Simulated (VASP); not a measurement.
# CdTe (zincblende type) (F-43m) in VASP: further runs

The runs below take CdTe (zincblende type) through single point, relaxation of cell and atoms, with r2SCAN.

All numbers are computed with VASP 6.6.1; they aren't measurements. Logs are shortened: lines on timing, memory, paths and dates and some standing lists are left out, and cuts for length are marked.

### Step 1. The cell of the first run

It takes space group F-43m (No. 216, cubic). Conventional cell: a = 6.555 Å, b = 6.555 Å, c = 6.555 Å, α = 90.00°, β = 90.00°, γ = 90.00°. Cd (site symmetry -43m) has 4 Te at 2.84 Å within 3.7 Å. Within 3.7 Å of Te (site symmetry -43m) lie 4 Cd at 2.84 Å.

### Step 2. Single point, r2SCAN

POSCAR reads:

```
CdTe
1.0
    0.0000000000      3.2776287560      3.2776287560
    3.2776287560      0.0000000000      3.2776287560
    3.2776287560      3.2776287560      0.0000000000
Cd Te
1 1
Direct
    0.0000000000      0.0000000000      0.0000000000
    0.2500000000      0.2500000000      0.2500000000
```

INCAR.step1 reads:

```
PREC = Accurate
ENCUT = 520
ISMEAR = -1
SIGMA = 0.02
LREAL = False
LASPH = True
NELM = 60
NBANDS = 16
GGA = PE
ALGO = Normal
EDIFF = 1E-4
LWAVE = True
LCHARG = False
```

INCAR.step2 reads:

```
PREC = Accurate
ENCUT = 520
EDIFF = 1E-7
ISMEAR = -1
SIGMA = 0.02
LREAL = False
LASPH = True
NELM = 60
ALGO = Normal
ISIF = 2
LWAVE = False
LCHARG = False
METAGGA = R2SCAN
LMIXTAU = True
NBANDS = 16
ISTART = 1
```

KPOINTS reads:

```
Automatic mesh
0
Gamma
  9 9 9
```

Potentials or basis: VASP PAW PBE potentials, release 64 (Cd, Te).

Command:

```
$ cat potpaw_PBE.64/Cd/POTCAR potpaw_PBE.64/Te/POTCAR > POTCAR
$ cp INCAR.step1 INCAR
$ mpirun -np 1 vasp_std > vasp.out
$ cp INCAR.step2 INCAR
$ mpirun -np 1 vasp_std > vasp.out
```

OUTCAR:

```text
PREC = Accurate
   ENCUT = 520
   EDIFF = 1E-7
   ISMEAR = -1
   LREAL = False
   LASPH = True
   NELM = 60
   ISIF = 2
   METAGGA = R2SCAN
   ISTART = 1

 ion  position               nearest neighbor table
   1  0.000  0.000  0.000-   2 2.84   2 2.84   2 2.84   2 2.84
   2  0.250  0.250  0.250-   1 2.84   1 2.84   1 2.84   1 2.84

  LATTYP: Found a face centered cubic cell.
 ALAT       =     6.5552575120

  Lattice vectors:

 A1 = (   0.0000000000,   3.2776287560,   3.2776287560)
 A2 = (   3.2776287560,   0.0000000000,   3.2776287560)
 A3 = (   3.2776287560,   3.2776287560,   0.0000000000)

Analysis of symmetry for initial positions (statically):
=====================================================================
 Subroutine PRICEL returns:
 Original cell was already a primitive cell.

 Routine SETGRP: Setting up the symmetry group for a
 face centered cubic supercell.

 Subroutine GETGRP returns: Found 24 space group operations
 (whereof 24 operations were pure point group operations)
 out of a pool of 48 trial point group operations.

The static configuration has the point symmetry T_d .

Analysis of symmetry for dynamics (positions and initial velocities):
=====================================================================
 Subroutine PRICEL returns:
 Original cell was already a primitive cell.

 Routine SETGRP: Setting up the symmetry group for a
 face centered cubic supercell.

 Subroutine GETGRP returns: Found 24 space group operations
 (whereof 24 operations were pure point group operations)
 out of a pool of 48 trial point group operations.

The dynamic configuration has the point symmetry T_d .

 Subroutine INISYM returns: Found 24 space group operations
 (whereof 24 operations are pure point group operations),
 and found     1 'primitive' translations

----------------------------------------------------------------------------------------

                                     Primitive cell

  volume of cell :      70.4221

  direct lattice vectors                    reciprocal lattice vectors
     0.000000000  3.277628756  3.277628756    -0.152549308  0.152549308  0.152549308
     3.277628756  0.000000000  3.277628756     0.152549308 -0.152549308  0.152549308
     3.277628756  3.277628756  0.000000000     0.152549308  0.152549308 -0.152549308

  length of vectors
     4.635267039  4.635267039  4.635267039     0.264223153  0.264223153  0.264223153

  position of ions in fractional coordinates (direct lattice)
     0.000000000  0.000000000  0.000000000
     0.250000000  0.250000000  0.250000000

  ion indices of the primitive-cell ions
   primitive index   ion index
                 1           1
                 2           2

----------------------------------------------------------------------------------------

 KPOINTS: Automatic mesh

Automatic generation of k-mesh.
 Grid dimensions read from file:
 generate k-points for:    9    9    9

 Generating k-lattice:

  Cartesian coordinates                     Fractional coordinates (reciprocal lattice)
    -0.016949923  0.016949923  0.016949923     0.111111111  0.000000000  0.000000000
     0.016949923 -0.016949923  0.016949923     0.000000000  0.111111111  0.000000000
     0.016949923  0.016949923 -0.016949923     0.000000000  0.000000000  0.111111111

  Length of vectors
     0.029358128  0.029358128  0.029358128

  Shift w.r.t. Gamma in fractional coordinates (k-lattice)
     0.000000000  0.000000000  0.000000000

 Subroutine IBZKPT returns following result:
 ===========================================

 Found     35 irreducible k-points:

 Following reciprocal coordinates:
            Coordinates               Weight
  0.000000  0.000000  0.000000      1.000000
  0.111111  0.000000  0.000000      8.000000
  0.222222  0.000000  0.000000      8.000000
  0.333333  0.000000  0.000000      8.000000
  0.444444  0.000000  0.000000      8.000000
  0.111111  0.111111  0.000000      6.000000
[... 16 lines left out ...]
 -0.333333  0.333333  0.000000     12.000000
  0.444444  0.444444  0.000000      6.000000
 [... further k-points ...]
   k-points           NKPTS =     35   k-points in BZ     NKDIM =     35   number of bands    NBANDS=     16
   number of dos      NEDOS =    301   number of ions     NIONS =      2
   total plane-waves  NPLWV =  46656
   dimension x,y,z NGX =    36 NGY =   36 NGZ =   36
   dimension x,y,z NGXF=    72 NGYF=   72 NGZF=   72
   ions per type =               1   1
   NGX,Y,Z   is equivalent  to a cutoff of  12.91, 12.91, 12.91 a.u.
   NGXF,Y,Z  is equivalent  to a cutoff of  25.82, 25.82, 25.82 a.u.
 SYSTEM =  unknown system
   PREC   = accura    normal or accurate (medium, high low for compatibility)
   ISTART =      1    job   : 0-new  1-cont  2-samecut
   ICHARG =      0    charge: 1-file 2-atom 10-const
   ISPIN  =      1    spin polarized calculation?
   LNONCOLLINEAR =      F non collinear calculations
   LSORBIT =      F    spin-orbit coupling
   LASPH  =      T    aspherical Exc in radial PAW
   ENCUT  =  520.0 eV  38.22 Ry    6.18 a.u.   8.62  8.62  8.62*2*pi/ulx,y,z
   NELM   =     60;   NELMIN=  2; NELMDL=  0     # of ELM steps
   EDIFF  = 0.1E-06   stopping-criterion for ELM
   LREAL  =      F    real-space projection
   EDIFFG = 0.1E-05   stopping-criterion for IOM
   NSW    =      0    number of steps for IOM
   IBRION =     -1    ionic relax: 0-MD 1-quasi-New 2-CG
   NFREE  =      0    steps in history (QN), initial steepest desc. (CG)
   ISIF   =      2    stress and relaxation
   ISYM   =      2    0-nonsym 1-usesym 2-fastsym
   POTIM  = 0.5000    time-step for ionic-motion
   TEBEG  =    0.0;   TEEND  =   0.0 temperature during run
   PSTRESS=    0.0 pullay stress
   NELECT =      18.0000    total number of electrons
   NUPDOWN=      -1.0000    fix difference up-down
   EMIN   =  10.00;   EMAX   =-10.00  energy-range for DOS
   EFERMI =   0.00;   METHOD = LEGACY
   ISMEAR =    -1;   SIGMA  =   0.02  broadening in eV -4-tet -1-fermi 0-gaus
   EFERMI_NEDOS =   21; number of points for ismear=-14 and -15
   IALGO  =     38    algorithm
   IMIX   =      4    mixing-type and parameters
     AMIX     =   0.40;   BMIX     =  1.00
     AMIX_MAG =   1.60;   BMIX_MAG =  1.00
  volume/ion in A,a.u.               =      35.21       237.62
  Fermi-wavevector in a.u.,A,eV,Ry     =   1.038953  1.963337 14.686446  1.079423
  Thomas-Fermi vector in A             =   2.173461
   LORBIT       =      0    0 simple, 1 ext, 2 COOP (PROOUT), +10 PAW based schemes
   METAGGA = R2SCAN    functional components
   LHFCALC =     F    Hartree Fock is set to
   AEXX    =    0.0000 exact exchange contribution
   IVDW    =     0    specifies the selected vdW correction
   LEPSILON=     F    determine dielectric tensor
   LRPA    =     F    only Hartree local field effects (RPA)
 non-spin polarized calculation
  energy-cutoff  :      520.00
  volume of cell :       70.42
 maximum number of plane-waves:      1917
   NGX = 17   NGY = 17   NGZ = 17

 number of electron      18.0000005 magnetization

 Free energy of the ion-electron system (eV)
  ---------------------------------------------------
  ext. energy  EPLUGINS =         0.00000000
  ---------------------------------------------------
  free energy    TOTEN  =       -46.64549039 eV

  energy without entropy =      -46.64549039  energy(sigma->0) =      -46.64549039

 E-fermi :   2.2078     XC(G=0):  -8.9462

 val. band max:        1.7935780944   @ k =   0.0000   0.0000   0.0000
 cond. band min:       2.9548044829   @ k =   0.0000   0.0000   0.0000
 fundamental gap:      1.1612263886
 Fermi energy:         2.2077579864

 k-point     1 :       0.0000    0.0000    0.0000
  band No.  band energies     occupation
      1      -9.5365      2.00000
      2      -6.6561      2.00000
      3      -6.6561      2.00000
      4      -6.6561      2.00000
      5      -6.3978      2.00000
      6      -6.3978      2.00000
[... 8 lines left out ...]
     15      11.5649      0.00000
     16      11.5649      0.00000

 k-point     2 :       0.1111    0.0000    0.0000
  band No.  band energies     occupation
      1      -9.4920      2.00000
      2      -6.6475      2.00000
      3      -6.6475      2.00000
      4      -6.6185      2.00000
      5      -6.3984      2.00000
      6      -6.3984      2.00000
[... 8 lines left out ...]
     15      10.9469      0.00000
     16      10.9469      0.00000

 k-point     3 :       0.2222    0.0000    0.0000
  band No.  band energies     occupation
      1      -9.3791      2.00000
      2      -6.6271      2.00000
      3      -6.6271      2.00000
      4      -6.4964      2.00000
      5      -6.3984      2.00000
      6      -6.3984      2.00000
[... 8 lines left out ...]
     15      10.6250      0.00000
     16      10.6250      0.00000

 k-point     4 :       0.3333    0.0000    0.0000
  band No.  band energies     occupation
      1      -9.2519      2.00000
      2      -6.6067      2.00000
      3      -6.6067      2.00000
      4      -6.3949      2.00000
      5      -6.3949      2.00000
      6      -6.2888      2.00000
[... 8 lines left out ...]
     15      11.1262      0.00000
     16      11.1262      0.00000

 k-point     5 :       0.4444    0.0000    0.0000
  band No.  band energies     occupation
      1      -9.1708      2.00000
      2      -6.5954      2.00000
      3      -6.5954      2.00000
      4      -6.3903      2.00000
      5      -6.3903      2.00000
      6      -6.0854      2.00000
[... 8 lines left out ...]
     15      12.2357      0.00000
     16      12.2357      0.00000

 k-point     6 :       0.1111    0.1111    0.0000
  band No.  band energies     occupation
      1      -9.4772      2.00000
      2      -6.6394      2.00000
      3      -6.6394      2.00000
      4      -6.6169      2.00000
      5      -6.4025      2.00000
      6      -6.3944      2.00000
[... 8 lines left out ...]
     15      10.6055      0.00000
     16      11.6773      0.00000
[... 267 lines left out ...]
 k-point    21 :       0.4444    0.3333    0.0000
  band No.  band energies     occupation
      1      -9.0969      2.00000
      2      -6.5331      2.00000
      3      -6.5240      2.00000
      4      -6.4689      2.00000
      5      -6.3743      2.00000
      6      -6.0372      2.00000
[... 8 lines left out ...]
     15      13.0198      0.00000
     16      13.9003      0.00000

 k-point    22 :      -0.4444    0.3333    0.0000
  band No.  band energies     occupation
      1      -9.0633      2.00000
      2      -6.5416      2.00000
      3      -6.5232      2.00000
      4      -6.4459      2.00000
      5      -6.3811      2.00000
      6      -5.9018      2.00000
[... 8 lines left out ...]
     15      12.3491      0.00000
     16      14.1422      0.00000

 k-point    23 :      -0.3333    0.3333    0.0000
  band No.  band energies     occupation
      1      -9.0752      2.00000
      2      -6.5547      2.00000
      3      -6.5398      2.00000
      4      -6.4225      2.00000
      5      -6.3925      2.00000
      6      -5.9032      2.00000
[... 8 lines left out ...]
     15      11.2399      0.00000
     16      14.4790      0.00000

 k-point    24 :       0.4444    0.4444    0.0000
  band No.  band energies     occupation
      1      -9.0596      2.00000
      2      -6.5047      2.00000
      3      -6.5047      2.00000
      4      -6.4892      2.00000
      5      -6.3693      2.00000
      6      -5.9535      2.00000
[... 8 lines left out ...]
     15      12.9894      0.00000
     16      14.1730      0.00000

 [... further k-points ...]
[... 5 lines left out ...]
  --------------------------------------------------------------------------------------
  -------------------------------------------------------------------------------------
  Total        0.0631852      0.0631852      0.0631852      0.0000000     -0.0000000      0.0000000
  in kB        1.4375285      1.4375285      1.4375285      0.0000000     -0.0000000      0.0000000
  external PRESSURE =       1.4375285 kB  Pullay stress =       0.0000000 kB

 VOLUME and BASIS-vectors are now :
 -----------------------------------------------------------------------------
  energy-cutoff  :      520.00
  volume of cell :       70.42
      direct lattice vectors                 reciprocal lattice vectors
     0.000000000  3.277628756  3.277628756    -0.152549308  0.152549308  0.152549308
     3.277628756  0.000000000  3.277628756     0.152549308 -0.152549308  0.152549308
     3.277628756  3.277628756  0.000000000     0.152549308  0.152549308 -0.152549308

 POSITION                                       TOTAL-FORCE (eV/Angst)
 -----------------------------------------------------------------------------------
      0.00000      0.00000      0.00000        -0.000000     -0.000000     -0.000000
      1.63881      1.63881      1.63881         0.000000      0.000000      0.000000
 -----------------------------------------------------------------------------------
    total drift:                               -0.000001     -0.000001     -0.000001

  FREE ENERGIE OF THE ION-ELECTRON SYSTEM (eV)
  ---------------------------------------------------
  free  energy   TOTEN  =       -46.6454903888 eV

  energy  without entropy=      -46.6454903888  energy(sigma->0) =      -46.64549039
```

It took 3.9 min on 1 thread of Intel Xeon 8259CL, shared host; peak memory 0.24 GiB.

Results:

| Quantity | Value |
| --- | --- |
| Free energy | -46.6455 eV |
| Pressure | 0.1 GPa |
| Band gap on the k mesh | 1.16 eV |

Caveat: the PAW data sets were made with another functional, which shifts forces and pressure a little; spin-orbit coupling is left out, which moves the levels of the heavy elements.

[end of part 1 of 2]
